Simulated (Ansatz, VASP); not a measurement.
## C in VASP and in Ansatz

```
C
1.0
     2.46475    0.00000    0.00000
    -1.23238    2.13454    0.00000
     0.00000    0.00000    3.56652
C
2
Direct
  0.33333 0.66667 0.00000
  0.66667 0.33333 0.00000
```

Alike in both runs: functional PBE; dispersion D3(BJ); k mesh 18 × 18 × 12; occupations fermi-dirac, width 0.15 eV; no spin polarisation.

Ansatz relaxed the structure, and its values are those at the end. VASP's run is a single point on that final structure, the one shown.

|  | VASP | Ansatz |
| --- | --- | --- |
| version | VASP 6.6.1 | Ansatz 0.2.0 |
| potentials or method | VASP PAW PBE potentials, release 64 (C), cutoff 520 eV | scalar-relativistic, plane waves, PAW |
| valence electrons in the cell | 8 | 8 |

```csv
,VASP,Ansatz,Ansatz less VASP
gap on the k mesh at the Fermi level (eV),none,none,-
pressure (GPa),0.4,0.0,-0.42
```

A gap of «none» marks a metal or a gap that the smearing closes.
